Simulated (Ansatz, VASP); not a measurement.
## Two plane-wave programs on BeCd2S3

```xyz
6
Lattice="-1.9405 5.8836 2.8332 1.9405 -5.8836 2.8332 1.9405 5.8836 -2.8332" Properties=species:S:1:pos:R:3 pbc="T T T"
Be    0.0000    0.0000   -0.0591
Cd    0.0000    7.7651   -0.0325
Cd    0.0000    4.0020   -0.0325
S     1.9405    0.0000    1.0648
S     1.9405    4.1362    1.5979
S     0.0000    1.7474    4.4311
```

Alike in both runs: functional PBE; k mesh 4 × 4 × 4; occupations gaussian, width 0.15 eV; no spin polarisation.

Ansatz relaxed the structure, and its values are those at the end. VASP's run is a single point on that final structure, the one shown.

```csv
,VASP,Ansatz
version,VASP 6.6.1,Ansatz 0.2.0
potentials or method,"VASP PAW PBE potentials, release 64 (Be, Cd, S), cutoff 520 eV","scalar-relativistic, plane waves, PAW"
valence electrons in the cell,44,60
```

|  | VASP | Ansatz | Ansatz less VASP |
| --- | --- | --- | --- |
| gap on the k mesh at the Fermi level (eV) | 1.69 | 1.68 | -0.010 |
| least direct gap on the mesh (eV) | 1.69 | 1.68 | -0.010 |
| pressure (GPa) | 0.2 | -0.1 | -0.26 |
| rms of the force components (eV/Å) | 0.045 | 0.033 | -0.0115 |

VASP's potentials hold 44 valence electrons a cell and Ansatz's 60, so a difference there can come from the potentials and not from the codes.

The k mesh is coarse, so the values compare programs but aren't converged.
